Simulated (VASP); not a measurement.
# BN (F-43m) in VASP: single point with LDA

Aim: the single point of BN with LDA.

Program: VASP 6.6.1. These are calculated values, not measurements. Logs are shortened: lines on timing, memory, paths and dates and some standing lists are left out, and cuts for length are marked.

## 1. The cell of the first run

Symmetry: F-43m, No. 216, cubic system. Conventional cell: a = 3.580 Å, b = 3.580 Å, c = 3.580 Å, α = 90.00°, β = 90.00°, γ = 90.00°. B (site symmetry -43m) has 4 N at 1.55 Å within 2.1 Å. Within 2.1 Å of N (site symmetry -43m) lie 4 B at 1.55 Å.

## 2. Single point, LDA

Contents of INCAR:

```
SYSTEM = BN
ALGO = Normal ; EDIFF = 1E-6
ENCUT = 1330 ; GGA_COMPAT = .FALSE.
ISIF = 2 ; ISMEAR = 0
LASPH = .TRUE. ; LCHARG = .TRUE.
LELF = .TRUE. ; LREAL = .FALSE.
LVHAR = .TRUE. ; LWAVE = .FALSE.
NBANDS = 11 ; NELM = 120
PREC = Accurate ; SIGMA = 0.02
```

Contents of KPOINTS:

```
k-points
0
G
  12 12 12
  0 0 0
```

Contents of POSCAR:

```
BN
1.0
    0.0000000000      1.7899143220      1.7899143220
    1.7899143220      0.0000000000      1.7899143220
    1.7899143220      1.7899143220      0.0000000000
B N
1 1
Direct
    0.0000000000      0.0000000000      0.0000000000
    0.2500000000      0.2500000000      0.2500000000
```

Potentials or basis: VASP PAW LDA potentials, release 64 (B_h, N_h).

Started as:

```console
$ cat potpaw_LDA.64/B_h/POTCAR potpaw_LDA.64/N_h/POTCAR > POTCAR
$ mpirun -np 1 vasp_std > vasp.out
```

OUTCAR:

```text
SYSTEM = BN
   EDIFF = 1E-6
   ENCUT = 1330
   ISIF = 2
   ISMEAR = 0
   LASPH = .TRUE.
   LREAL = .FALSE.
   NELM = 120
   PREC = Accurate

 ion  position               nearest neighbor table
   1  0.000  0.000  0.000-
   2  0.250  0.250  0.250-

  LATTYP: Found a face centered cubic cell.
 ALAT       =     3.5798286440

  Lattice vectors:

 A1 = (   0.0000000000,   1.7899143220,   1.7899143220)
 A2 = (   1.7899143220,   0.0000000000,   1.7899143220)
 A3 = (   1.7899143220,   1.7899143220,   0.0000000000)

Analysis of symmetry for initial positions (statically):
=====================================================================
 Subroutine PRICEL returns:
 Original cell was already a primitive cell.

 Routine SETGRP: Setting up the symmetry group for a
 face centered cubic supercell.

 Subroutine GETGRP returns: Found 24 space group operations
 (whereof 24 operations were pure point group operations)
 out of a pool of 48 trial point group operations.

The static configuration has the point symmetry T_d .

Analysis of symmetry for dynamics (positions and initial velocities):
=====================================================================
 Subroutine PRICEL returns:
 Original cell was already a primitive cell.

 Routine SETGRP: Setting up the symmetry group for a
 face centered cubic supercell.

 Subroutine GETGRP returns: Found 24 space group operations
 (whereof 24 operations were pure point group operations)
 out of a pool of 48 trial point group operations.

The dynamic configuration has the point symmetry T_d .

 Subroutine INISYM returns: Found 24 space group operations
 (whereof 24 operations are pure point group operations),
 and found     1 'primitive' translations

----------------------------------------------------------------------------------------

                                     Primitive cell

  volume of cell :      11.4690

  direct lattice vectors                    reciprocal lattice vectors
     0.000000000  1.789914322  1.789914322    -0.279342980  0.279342980  0.279342980
     1.789914322  0.000000000  1.789914322     0.279342980 -0.279342980  0.279342980
     1.789914322  1.789914322  0.000000000     0.279342980  0.279342980 -0.279342980

  length of vectors
     2.531321110  2.531321110  2.531321110     0.483836233  0.483836233  0.483836233

  position of ions in fractional coordinates (direct lattice)
     0.000000000  0.000000000  0.000000000
     0.250000000  0.250000000  0.250000000

  ion indices of the primitive-cell ions
   primitive index   ion index
                 1           1
                 2           2

----------------------------------------------------------------------------------------

 KPOINTS: k-points

Automatic generation of k-mesh.
 Grid dimensions read from file:
 generate k-points for:   12   12   12

 Generating k-lattice:

  Cartesian coordinates                     Fractional coordinates (reciprocal lattice)
    -0.023278582  0.023278582  0.023278582     0.083333333  0.000000000  0.000000000
     0.023278582 -0.023278582  0.023278582     0.000000000  0.083333333  0.000000000
     0.023278582  0.023278582 -0.023278582     0.000000000  0.000000000  0.083333333

  Length of vectors
     0.040319686  0.040319686  0.040319686

  Shift w.r.t. Gamma in fractional coordinates (k-lattice)
     0.000000000  0.000000000  0.000000000

 Subroutine IBZKPT returns following result:
 ===========================================

 Found     72 irreducible k-points:

 Following reciprocal coordinates:
            Coordinates               Weight
  0.000000  0.000000  0.000000      1.000000
  0.083333  0.000000  0.000000      8.000000
  0.166667  0.000000  0.000000      8.000000
  0.250000  0.000000  0.000000      8.000000
  0.333333  0.000000  0.000000      8.000000
  0.416667  0.000000  0.000000      8.000000
[... 16 lines left out ...]
  0.500000  0.166667  0.000000     24.000000
 -0.416667  0.166667  0.000000     24.000000
 [... further k-points ...]
   k-points           NKPTS =     72   k-points in BZ     NKDIM =     72   number of bands    NBANDS=     11
   number of dos      NEDOS =    301   number of ions     NIONS =      2
   total plane-waves  NPLWV =  27000
   dimension x,y,z NGX =    30 NGY =   30 NGZ =   30
   dimension x,y,z NGXF=    60 NGYF=   60 NGZF=   60
   ions per type =               1   1
   NGX,Y,Z   is equivalent  to a cutoff of  19.70, 19.70, 19.70 a.u.
   NGXF,Y,Z  is equivalent  to a cutoff of  39.41, 39.41, 39.41 a.u.
 SYSTEM =  BN
   PREC   = accura    normal or accurate (medium, high low for compatibility)
   ISTART =      0    job   : 0-new  1-cont  2-samecut
   ICHARG =      2    charge: 1-file 2-atom 10-const
   ISPIN  =      1    spin polarized calculation?
   LNONCOLLINEAR =      F non collinear calculations
   LSORBIT =      F    spin-orbit coupling
   LASPH  =      T    aspherical Exc in radial PAW
   ENCUT  = 1330.0 eV  97.75 Ry    9.89 a.u.   7.53  7.53  7.53*2*pi/ulx,y,z
   NELM   =    120;   NELMIN=  2; NELMDL= -5     # of ELM steps
   EDIFF  = 0.1E-05   stopping-criterion for ELM
   LREAL  =      F    real-space projection
   EDIFFG = 0.1E-04   stopping-criterion for IOM
   NSW    =      0    number of steps for IOM
   IBRION =     -1    ionic relax: 0-MD 1-quasi-New 2-CG
   NFREE  =      0    steps in history (QN), initial steepest desc. (CG)
   ISIF   =      2    stress and relaxation
   ISYM   =      2    0-nonsym 1-usesym 2-fastsym
   POTIM  = 0.5000    time-step for ionic-motion
   TEBEG  =    0.0;   TEEND  =   0.0 temperature during run
   PSTRESS=    0.0 pullay stress
   NELECT =       8.0000    total number of electrons
   NUPDOWN=      -1.0000    fix difference up-down
   EMIN   =  10.00;   EMAX   =-10.00  energy-range for DOS
   EFERMI =   0.00;   METHOD = LEGACY
   ISMEAR =     0;   SIGMA  =   0.02  broadening in eV -4-tet -1-fermi 0-gaus
   EFERMI_NEDOS =   21; number of points for ismear=-14 and -15
   IALGO  =     38    algorithm
   IMIX   =      4    mixing-type and parameters
     AMIX     =   0.40;   BMIX     =  1.00
     AMIX_MAG =   1.60;   BMIX_MAG =  1.00
  volume/ion in A,a.u.               =       5.73        38.70
  Fermi-wavevector in a.u.,A,eV,Ry     =   1.451875  2.743646 28.680282  2.107941
  Thomas-Fermi vector in A             =   2.569322
   LORBIT       =      0    0 simple, 1 ext, 2 COOP (PROOUT), +10 PAW based schemes
   GGA     = CA    functional components
   LHFCALC =     F    Hartree Fock is set to
   AEXX    =    0.0000 exact exchange contribution
   IVDW    =     0    specifies the selected vdW correction
   LEPSILON=     F    determine dielectric tensor
   LRPA    =     F    only Hartree local field effects (RPA)
 non-spin polarized calculation
 Gauss-broadening in eV      SIGMA  =   0.02
  energy-cutoff  :     1330.00
  volume of cell :       11.47
 maximum number of plane-waves:      1283
   NGX = 15   NGY = 15   NGZ = 15

 number of electron       8.0000000 magnetization

 Free energy of the ion-electron system (eV)
  ---------------------------------------------------
  ext. energy  EPLUGINS =         0.00000000
  ---------------------------------------------------
  free energy    TOTEN  =       -19.42113893 eV

  energy without entropy =      -19.42113893  energy(sigma->0) =      -19.42113893

 E-fermi :   9.3650     XC(G=0): -13.4112

 val. band max:        9.2639742501   @ k =   0.0000   0.0000   0.0000
 cond. band min:      13.6463615140   @ k =   0.5000   0.5000   0.0000
 fundamental gap:      4.3823872639
 Fermi energy:         9.3649917149

 k-point     1 :       0.0000    0.0000    0.0000
  band No.  band energies     occupation
      1     -11.1421      2.00000
      2       9.2640      2.00000
      3       9.2640      2.00000
      4       9.2640      2.00000
      5      18.0897      0.00000
      6      18.0897      0.00000
      7      18.0897      0.00000
      8      20.1828      0.00000
      9      34.3158      0.00000
     10      37.4008      0.00000
     11      37.4008      0.00000

 k-point     2 :       0.0833    0.0000    0.0000
  band No.  band energies     occupation
      1     -10.9686      2.00000
      2       8.3405      2.00000
      3       9.0757      2.00000
      4       9.0757      2.00000
      5      18.3594      0.00000
      6      18.3731      0.00000
      7      18.3731      0.00000
      8      20.6947      0.00000
      9      33.9893      0.00000
     10      35.0215      0.00000
     11      35.0215      0.00000

 k-point     3 :       0.1667    0.0000    0.0000
  band No.  band energies     occupation
      1     -10.4537      2.00000
      2       6.2083      2.00000
      3       8.6193      2.00000
      4       8.6193      2.00000
      5      18.7953      0.00000
      6      19.0283      0.00000
      7      19.0283      0.00000
      8      21.9155      0.00000
      9      33.2875      0.00000
     10      33.4263      0.00000
     11      33.4263      0.00000

 k-point     4 :       0.2500    0.0000    0.0000
  band No.  band energies     occupation
      1      -9.6189      2.00000
      2       3.6932      2.00000
      3       8.0947      2.00000
      4       8.0947      2.00000
      5      19.2032      0.00000
      6      19.6467      0.00000
      7      19.6467      0.00000
      8      23.1320      0.00000
      9      32.7299      0.00000
     10      33.0161      0.00000
     11      33.0161      0.00000

 k-point     5 :       0.3333    0.0000    0.0000
  band No.  band energies     occupation
      1      -8.5225      2.00000
      2       1.2407      2.00000
      3       7.6489      2.00000
      4       7.6489      2.00000
      5      19.5511      0.00000
      6      19.9546      0.00000
      7      19.9546      0.00000
      8      23.9728      0.00000
      9      32.5537      0.00000
     10      33.8348      0.00000
     11      33.8348      0.00000
[... 211 lines left out ...]
 k-point    21 :       0.3333    0.1667    0.0000
  band No.  band energies     occupation
      1      -8.7030      2.00000
      2       3.0887      2.00000
      3       6.3899      2.00000
      4       6.7358      2.00000
      5      17.4023      0.00000
      6      21.8591      0.00000
      7      22.1696      0.00000
      8      22.2006      0.00000
      9      28.8394      0.00000
     10      36.0265      0.00000
     11      37.6681      0.00000

 k-point    22 :       0.4167    0.1667    0.0000
  band No.  band energies     occupation
      1      -7.5866      2.00000
      2       0.9246      2.00000
      3       6.0703      2.00000
      4       6.2025      2.00000
      5      17.8052      0.00000
      6      21.9569      0.00000
      7      22.2468      0.00000
      8      23.2239      0.00000
      9      29.7332      0.00000
     10      35.8103      0.00000
     11      37.9373      0.00000

 k-point    23 :       0.5000    0.1667    0.0000
  band No.  band energies     occupation
      1      -6.5478      2.00000
      2      -0.7156      2.00000
      3       5.4666      2.00000
      4       6.2799      2.00000
      5      18.1482      0.00000
      6      21.9453      0.00000
      7      21.9898      0.00000
      8      24.5310      0.00000
      9      30.0867      0.00000
     10      35.9866      0.00000
     11      37.1161      0.00000

 k-point    24 :      -0.4167    0.1667    0.0000
  band No.  band energies     occupation
      1      -6.3429      2.00000
      2      -1.0069      2.00000
      3       5.0497      2.00000
      4       6.6071      2.00000
      5      18.5999      0.00000
      6      21.5846      0.00000
      7      21.8162      0.00000
      8      25.1658      0.00000
      9      30.3696      0.00000
     10      34.8068      0.00000
     11      36.2494      0.00000

 [... further k-points ...]

------------------------ aborting loop because EDIFF is reached ----------------------------------------

  FORCE on cell =-STRESS in cart. coord.  units (eV):
  Direction    XX          YY          ZZ          XY          YZ          ZX
  --------------------------------------------------------------------------------------
  -------------------------------------------------------------------------------------
  Total        0.0676689      0.0676689      0.0676689     -0.0000000      0.0000000     -0.0000000
  in kB        9.4530713      9.4530713      9.4530713     -0.0000000      0.0000000     -0.0000000
  external PRESSURE =       9.4530713 kB  Pullay stress =       0.0000000 kB

 VOLUME and BASIS-vectors are now :
 -----------------------------------------------------------------------------
  energy-cutoff  :     1330.00
  volume of cell :       11.47
      direct lattice vectors                 reciprocal lattice vectors
     0.000000000  1.789914322  1.789914322    -0.279342980  0.279342980  0.279342980
     1.789914322  0.000000000  1.789914322     0.279342980 -0.279342980  0.279342980
     1.789914322  1.789914322  0.000000000     0.279342980  0.279342980 -0.279342980

 POSITION                                       TOTAL-FORCE (eV/Angst)
 -----------------------------------------------------------------------------------
      0.00000      0.00000      0.00000         0.000000      0.000000      0.000000
      0.89496      0.89496      0.89496        -0.000000     -0.000000     -0.000000
 -----------------------------------------------------------------------------------
    total drift:                                0.000000      0.000000     -0.000000

  FREE ENERGIE OF THE ION-ELECTRON SYSTEM (eV)
  ---------------------------------------------------
  free  energy   TOTEN  =       -19.4211389287 eV

  energy  without entropy=      -19.4211389287  energy(sigma->0) =      -19.42113893
```

Wall time 38 s (1 thread of AMD EPYC 7R43 (Zen 3), shared host); peak memory 0.13 GiB.

Results:

| Item | Value |
| --- | --- |
| Free energy | -19.4211 eV |
| Pressure | 0.9 GPa |
| Band gap on the k mesh | 4.38 eV (least direct gap 8.83 eV) |

A k mesh can miss the band edges.
